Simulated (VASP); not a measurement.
# SrTiO3 (Pm-3m) in VASP: a series of runs

Aim: see how the results for SrTiO3 move with the level of theory and the settings. Levels: PBEsol, r2SCAN. Tasks: single point.

All numbers are computed with VASP 6.6.1; they aren't measurements. Logs are shortened: lines on timing, memory, paths and dates and some standing lists are left out, and cuts for length are marked.

### Step 1. The cell of the first run

Symmetry: Pm-3m, No. 221, cubic system. The conventional cell has a = 3.891 Å, b = 3.891 Å, c = 3.891 Å, α = 90.00°, β = 90.00°, γ = 90.00°. Sr (site symmetry m-3m) has 12 O at 2.75 Å and 8 Ti at 3.37 Å within 3.6 Å. Within 2.6 Å of Ti (site symmetry m-3m) lie 6 O at 1.95 Å. O (site symmetry 4/mmm) has 2 Ti at 1.95 Å within 2.6 Å.

### Step 2. Single point, PBEsol

File INCAR:

```
PREC = Accurate
ENCUT = 520
EDIFF = 1E-6
ISMEAR = -1
SIGMA = 0.05
LREAL = False
LASPH = True
NELM = 100
ALGO = Normal
ISIF = 2
LWAVE = False
LCHARG = False
GGA = PS
NBANDS = 28
```

File KPOINTS:

```
Automatic mesh
0
Gamma
  6 6 6
```

File POSCAR:

```
SrTiO3
1.0
    3.8914100000      0.0000000000      0.0000000000
    0.0000000000      3.8914100000      0.0000000000
    0.0000000000      0.0000000000      3.8914100000
Sr Ti O
1 1 3
Direct
    0.0000000000      0.0000000000      0.0000000000
    0.5000000000      0.5000000000      0.5000000000
    0.5000000000      0.5000000000      0.0000000000
    0.0000000000      0.5000000000      0.5000000000
    0.5000000000      0.0000000000      0.5000000000
```

Potentials or basis: VASP PAW PBE potentials, release 64 (Sr_sv, Ti_sv, O).

Command:

```sh
$ cat potpaw_PBE.64/Sr_sv/POTCAR potpaw_PBE.64/Ti_sv/POTCAR potpaw_PBE.64/O/POTCAR > POTCAR
$ mpirun -np 1 vasp_std > vasp.out
```

OUTCAR:

```text
PREC = Accurate
   ENCUT = 520
   EDIFF = 1E-6
   ISMEAR = -1
   LREAL = False
   LASPH = True
   NELM = 100
   ISIF = 2
   GGA = PS

 ion  position               nearest neighbor table
   1  0.000  0.000  0.000-   3 2.75   4 2.75   5 2.75   4 2.75   5 2.75   3 2.75   4 2.75   4 2.75
                             3 2.75   5 2.75   5 2.75   3 2.75   2 3.37   2 3.37   2 3.37   2 3.37
   2  0.500  0.500  0.500-   3 1.95   4 1.95   5 1.95   3 1.95   5 1.95   4 1.95   1 3.37   1 3.37
                             1 3.37   1 3.37   1 3.37   1 3.37   1 3.37   1 3.37
   3  0.500  0.500  0.000-   2 1.95   2 1.95   1 2.75   1 2.75   1 2.75   1 2.75
   4  0.000  0.500  0.500-   2 1.95   2 1.95   1 2.75   1 2.75   1 2.75   1 2.75
   5  0.500  0.000  0.500-   2 1.95   2 1.95   1 2.75   1 2.75   1 2.75   1 2.75

  LATTYP: Found a simple cubic cell.
 ALAT       =     3.8914100000

  Lattice vectors:

 A1 = (   3.8914100000,   0.0000000000,   0.0000000000)
 A2 = (   0.0000000000,   3.8914100000,   0.0000000000)
 A3 = (   0.0000000000,   0.0000000000,   3.8914100000)

Analysis of symmetry for initial positions (statically):
=====================================================================
 Subroutine PRICEL returns:
 Original cell was already a primitive cell.

 Routine SETGRP: Setting up the symmetry group for a
 simple cubic supercell.

 Subroutine GETGRP returns: Found 48 space group operations
 (whereof 48 operations were pure point group operations)
 out of a pool of 48 trial point group operations.

The static configuration has the point symmetry O_h .

Analysis of symmetry for dynamics (positions and initial velocities):
=====================================================================
 Subroutine PRICEL returns:
 Original cell was already a primitive cell.

 Routine SETGRP: Setting up the symmetry group for a
 simple cubic supercell.

 Subroutine GETGRP returns: Found 48 space group operations
 (whereof 48 operations were pure point group operations)
 out of a pool of 48 trial point group operations.

The dynamic configuration has the point symmetry O_h .

 Subroutine INISYM returns: Found 48 space group operations
 (whereof 48 operations are pure point group operations),
 and found     1 'primitive' translations

----------------------------------------------------------------------------------------

                                     Primitive cell

  volume of cell :      58.9279

  direct lattice vectors                    reciprocal lattice vectors
     3.891410000  0.000000000  0.000000000     0.256976263  0.000000000  0.000000000
     0.000000000  3.891410000  0.000000000     0.000000000  0.256976263  0.000000000
     0.000000000  0.000000000  3.891410000     0.000000000  0.000000000  0.256976263

  length of vectors
     3.891410000  3.891410000  3.891410000     0.256976263  0.256976263  0.256976263

  position of ions in fractional coordinates (direct lattice)
     0.000000000  0.000000000  0.000000000
     0.500000000  0.500000000  0.500000000
     0.500000000  0.500000000  0.000000000
     0.000000000  0.500000000  0.500000000
     0.500000000  0.000000000  0.500000000

  ion indices of the primitive-cell ions
   primitive index   ion index
                 1           1
                 2           2
                 3           3
                 4           4
                 5           5

----------------------------------------------------------------------------------------

 KPOINTS: Automatic mesh

Automatic generation of k-mesh.
 Grid dimensions read from file:
 generate k-points for:    6    6    6

 Generating k-lattice:

  Cartesian coordinates                     Fractional coordinates (reciprocal lattice)
     0.042829377  0.000000000  0.000000000     0.166666667  0.000000000  0.000000000
     0.000000000  0.042829377  0.000000000     0.000000000  0.166666667  0.000000000
     0.000000000  0.000000000  0.042829377     0.000000000  0.000000000  0.166666667

  Length of vectors
     0.042829377  0.042829377  0.042829377

  Shift w.r.t. Gamma in fractional coordinates (k-lattice)
     0.000000000  0.000000000  0.000000000

 Subroutine IBZKPT returns following result:
 ===========================================

 Found     20 irreducible k-points:

 Following reciprocal coordinates:
            Coordinates               Weight
  0.000000  0.000000  0.000000      1.000000
  0.166667  0.000000  0.000000      6.000000
  0.333333  0.000000  0.000000      6.000000
  0.500000  0.000000  0.000000      3.000000
  0.166667  0.166667  0.000000     12.000000
  0.333333  0.166667  0.000000     24.000000
[... 12 lines left out ...]
  0.500000  0.500000  0.333333      6.000000
  0.500000  0.500000  0.500000      1.000000
   k-points           NKPTS =     20   k-points in BZ     NKDIM =     20   number of bands    NBANDS=     28
   number of dos      NEDOS =    301   number of ions     NIONS =      5
   total plane-waves  NPLWV =  27000
   dimension x,y,z NGX =    30 NGY =   30 NGZ =   30
   dimension x,y,z NGXF=    60 NGYF=   60 NGZF=   60
   ions per type =               1   1   3
   NGX,Y,Z   is equivalent  to a cutoff of  12.82, 12.82, 12.82 a.u.
   NGXF,Y,Z  is equivalent  to a cutoff of  25.63, 25.63, 25.63 a.u.
 SYSTEM =  unknown system
   PREC   = accura    normal or accurate (medium, high low for compatibility)
   ISTART =      0    job   : 0-new  1-cont  2-samecut
   ICHARG =      2    charge: 1-file 2-atom 10-const
   ISPIN  =      1    spin polarized calculation?
   LNONCOLLINEAR =      F non collinear calculations
   LSORBIT =      F    spin-orbit coupling
   LASPH  =      T    aspherical Exc in radial PAW
   ENCUT  =  520.0 eV  38.22 Ry    6.18 a.u.   7.24  7.24  7.24*2*pi/ulx,y,z
   NELM   =    100;   NELMIN=  2; NELMDL= -5     # of ELM steps
   EDIFF  = 0.1E-05   stopping-criterion for ELM
   LREAL  =      F    real-space projection
   EDIFFG = 0.1E-04   stopping-criterion for IOM
   NSW    =      0    number of steps for IOM
   IBRION =     -1    ionic relax: 0-MD 1-quasi-New 2-CG
   NFREE  =      0    steps in history (QN), initial steepest desc. (CG)
   ISIF   =      2    stress and relaxation
   ISYM   =      2    0-nonsym 1-usesym 2-fastsym
   POTIM  = 0.5000    time-step for ionic-motion
   TEBEG  =    0.0;   TEEND  =   0.0 temperature during run
   PSTRESS=    0.0 pullay stress
   NELECT =      40.0000    total number of electrons
   NUPDOWN=      -1.0000    fix difference up-down
   EMIN   =  10.00;   EMAX   =-10.00  energy-range for DOS
   EFERMI =   0.00;   METHOD = LEGACY
   ISMEAR =    -1;   SIGMA  =   0.05  broadening in eV -4-tet -1-fermi 0-gaus
   EFERMI_NEDOS =   21; number of points for ismear=-14 and -15
   IALGO  =     38    algorithm
   IMIX   =      4    mixing-type and parameters
     AMIX     =   0.40;   BMIX     =  1.00
     AMIX_MAG =   1.60;   BMIX_MAG =  1.00
  volume/ion in A,a.u.               =      11.79        79.53
  Fermi-wavevector in a.u.,A,eV,Ry     =   1.438758  2.718859 28.164405  2.070025
  Thomas-Fermi vector in A             =   2.557689
   LORBIT       =      0    0 simple, 1 ext, 2 COOP (PROOUT), +10 PAW based schemes
   GGA     = PS    functional components
   LHFCALC =     F    Hartree Fock is set to
   AEXX    =    0.0000 exact exchange contribution
   IVDW    =     0    specifies the selected vdW correction
   LEPSILON=     F    determine dielectric tensor
   LRPA    =     F    only Hartree local field effects (RPA)
 non-spin polarized calculation
  energy-cutoff  :      520.00
  volume of cell :       58.93
 maximum number of plane-waves:      1622
 NGX is ok and might be reduce to    30
   NGX = 15   NGY = 15   NGZ = 15

 number of electron      40.0000012 magnetization

 Free energy of the ion-electron system (eV)
  ---------------------------------------------------
  ext. energy  EPLUGINS =         0.00000000
  ---------------------------------------------------
  free energy    TOTEN  =       -42.01504507 eV

  energy without entropy =      -42.01504507  energy(sigma->0) =      -42.01504507

 E-fermi :   5.0336     XC(G=0): -11.5956

 val. band max:        4.1123161821   @ k =   0.5000   0.5000   0.5000
 cond. band min:       5.9303416983   @ k =   0.0000   0.0000   0.0000
 fundamental gap:      1.8180255161
 Fermi energy:         5.0335750431

 k-point     1 :       0.0000    0.0000    0.0000
  band No.  band energies     occupation
      1     -52.0470      2.00000
      2     -28.5021      2.00000
      3     -28.4161      2.00000
      4     -28.4161      2.00000
      5     -28.4161      2.00000
      6     -13.2859      2.00000
[... 20 lines left out ...]
     27       9.4000      0.00000
     28      10.2234      0.00000

 k-point     2 :       0.1667    0.0000    0.0000
  band No.  band energies     occupation
      1     -52.0466      2.00000
      2     -28.5340      2.00000
      3     -28.4153      2.00000
      4     -28.4153      2.00000
      5     -28.3970      2.00000
      6     -13.3059      2.00000
[... 20 lines left out ...]
     27       9.8889      0.00000
     28      10.8865      0.00000

 k-point     3 :       0.3333    0.0000    0.0000
  band No.  band energies     occupation
      1     -52.0457      2.00000
      2     -28.5842      2.00000
      3     -28.4137      2.00000
      4     -28.4137      2.00000
      5     -28.3717      2.00000
      6     -13.4369      2.00000
[... 20 lines left out ...]
     27      10.9053      0.00000
     28      12.2120      0.00000

 k-point     4 :       0.5000    0.0000    0.0000
  band No.  band energies     occupation
      1     -52.0453      2.00000
      2     -28.6067      2.00000
      3     -28.4129      2.00000
      4     -28.4129      2.00000
      5     -28.3615      2.00000
      6     -13.5228      2.00000
[... 20 lines left out ...]
     27      11.4931      0.00000
     28      12.1117      0.00000

 k-point     5 :       0.1667    0.1667    0.0000
  band No.  band energies     occupation
      1     -52.0462      2.00000
      2     -28.5422      2.00000
      3     -28.4347      2.00000
      4     -28.4145      2.00000
      5     -28.3816      2.00000
      6     -13.2708      2.00000
[... 20 lines left out ...]
     27      10.3221      0.00000
     28      11.2928      0.00000

 k-point     6 :       0.3333    0.1667    0.0000
  band No.  band energies     occupation
      1     -52.0453      2.00000
      2     -28.5706      2.00000
      3     -28.4380      2.00000
      4     -28.4129      2.00000
      5     -28.3745      2.00000
      6     -13.3081      2.00000
[... 339 lines left out ...]
      5     -28.4130      2.00000
      6     -12.6133      2.00000
[... 20 lines left out ...]
     27      12.0437      0.00000
     28      12.0437      0.00000

 k-point    18 :       0.5000    0.3333    0.3333
  band No.  band energies     occupation
      1     -52.0428      2.00000
      2     -28.5044      2.00000
      3     -28.4687      2.00000
      4     -28.4681      2.00000
      5     -28.4295      2.00000
      6     -12.4448      2.00000
[... 20 lines left out ...]
     27      12.0070      0.00000
     28      12.3727      0.00000

 k-point    19 :       0.5000    0.5000    0.3333
  band No.  band energies     occupation
      1     -52.0424      2.00000
      2     -28.4875      2.00000
      3     -28.4875      2.00000
      4     -28.4674      2.00000
      5     -28.4405      2.00000
      6     -12.0841      2.00000
[... 20 lines left out ...]
     27      12.0883      0.00000
     28      12.6586      0.00000

 k-point    20 :       0.5000    0.5000    0.5000
  band No.  band energies     occupation
      1     -52.0420      2.00000
      2     -28.4864      2.00000
      3     -28.4864      2.00000
      4     -28.4864      2.00000
      5     -28.4354      2.00000
      6     -11.8870      2.00000
[... 20 lines left out ...]
     27      12.6590      0.00000
     28      12.6590      0.00000

------------------------ aborting loop because EDIFF is reached ----------------------------------------

  FORCE on cell =-STRESS in cart. coord.  units (eV):
  Direction    XX          YY          ZZ          XY          YZ          ZX
  --------------------------------------------------------------------------------------
  -------------------------------------------------------------------------------------
  Total        0.2315934      0.2315934      0.2315934     -0.0000000      0.0000000     -0.0000000
  in kB        6.2967411      6.2967411      6.2967411     -0.0000000      0.0000000     -0.0000000
  external PRESSURE =       6.2967411 kB  Pullay stress =       0.0000000 kB

 VOLUME and BASIS-vectors are now :
 -----------------------------------------------------------------------------
  energy-cutoff  :      520.00
  volume of cell :       58.93
      direct lattice vectors                 reciprocal lattice vectors
     3.891410000  0.000000000  0.000000000     0.256976263  0.000000000  0.000000000
     0.000000000  3.891410000  0.000000000     0.000000000  0.256976263  0.000000000
     0.000000000  0.000000000  3.891410000     0.000000000  0.000000000  0.256976263

 POSITION                                       TOTAL-FORCE (eV/Angst)
 -----------------------------------------------------------------------------------
      0.00000      0.00000      0.00000         0.000000      0.000000      0.000000
      1.94571      1.94571      1.94571         0.000000      0.000000      0.000000
      1.94571      1.94571      0.00000         0.000000      0.000000      0.000000
      0.00000      1.94571      1.94571         0.000000      0.000000      0.000000
      1.94571      0.00000      1.94571         0.000000      0.000000      0.000000
 -----------------------------------------------------------------------------------
    total drift:                                0.000000      0.000000     -0.000000

  FREE ENERGIE OF THE ION-ELECTRON SYSTEM (eV)
  ---------------------------------------------------
  free  energy   TOTEN  =       -42.0150450729 eV

  energy  without entropy=      -42.0150450712  energy(sigma->0) =      -42.01504507
```

It took 42 s on 1 thread of Intel Xeon Platinum 8488C (Sapphire Rapids), shared host; peak memory 0.19 GiB.

Results:

| Property | Result |
| --- | --- |
| Free energy | -42.0150 eV |
| Pressure | 0.6 GPa |
| Band gap on the k mesh | 1.82 eV, indirect (least direct gap 2.17 eV) |

Caveat: the PAW data sets were made with another functional, which shifts forces and pressure a little.

### Step 3. Single point, r2SCAN

POSCAR is that of step 2.

File INCAR.step1:

```
SYSTEM = SrTiO3
ALGO = Normal
EDIFF = 1E-4
ENCUT = 520
GGA = PE
ISMEAR = -1
LASPH = .True.
LCHARG = .False.
LREAL = .False.
LWAVE = .True.
NBANDS = 28
NELM = 100
PREC = Accurate
SIGMA = 0.05
```

File INCAR.step2:

```
SYSTEM = SrTiO3
ALGO = Normal
EDIFF = 1E-7
ENCUT = 520
ISIF = 2
ISMEAR = -1
ISTART = 1
LASPH = .True.
LCHARG = .True.
LELF = .True.
LMIXTAU = .True.
LREAL = .False.
LVHAR = .True.
LWAVE = .False.
METAGGA = R2SCAN
NBANDS = 28
NELM = 100
PREC = Accurate
SIGMA = 0.05
```

File KPOINTS:

```
k-points
0
Gamma
  6 6 6
  0 0 0
```

Potentials or basis: VASP PAW PBE potentials, release 64 (Sr_sv, Ti_sv, O).

Command:

```sh
$ cat potpaw_PBE.64/Sr_sv/POTCAR potpaw_PBE.64/Ti_sv/POTCAR potpaw_PBE.64/O/POTCAR > POTCAR
$ cp INCAR.step1 INCAR
$ mpirun -np 1 vasp_std > vasp.out
$ cp INCAR.step2 INCAR
$ mpirun -np 1 vasp_std > vasp.out
```

It took 2.5 min on 1 thread of Intel Xeon Platinum 8488C (Sapphire Rapids), shared host; peak memory 0.19 GiB.

Results (log left out):

* Free energy: -63.3187 eV
* Pressure: 3.3 GPa
* Band gap on the k mesh: 2.30 eV, indirect (least direct gap 2.68 eV)

Levels at points of the mesh, in eV from the valence-band top:
| k point | band 17 | band 18 | band 19 | band 20 | band 21 | band 22 | band 23 | band 24 |
| --- | --- | --- | --- | --- | --- | --- | --- | --- |
| (0.00, 0.00, 0.00) | -1.23 | -0.38 | -0.38 | -0.38 | 2.30 | 2.30 | 2.30 | 4.68 |
| (0.50, 0.00, 0.00) | -2.39 | -2.04 | -0.77 | -0.77 | 2.47 | 4.24 | 4.24 | 4.69 |
| (0.50, 0.50, 0.00) | -1.79 | -1.62 | -1.62 | -0.09 | 4.25 | 4.25 | 4.74 | 5.74 |
| (0.50, 0.50, 0.50) | -3.83 | 0.00 | 0.00 | 0.00 | 4.96 | 4.96 | 4.96 | 7.68 |

Caveat: the PAW data sets were made with another functional, which shifts forces and pressure a little.
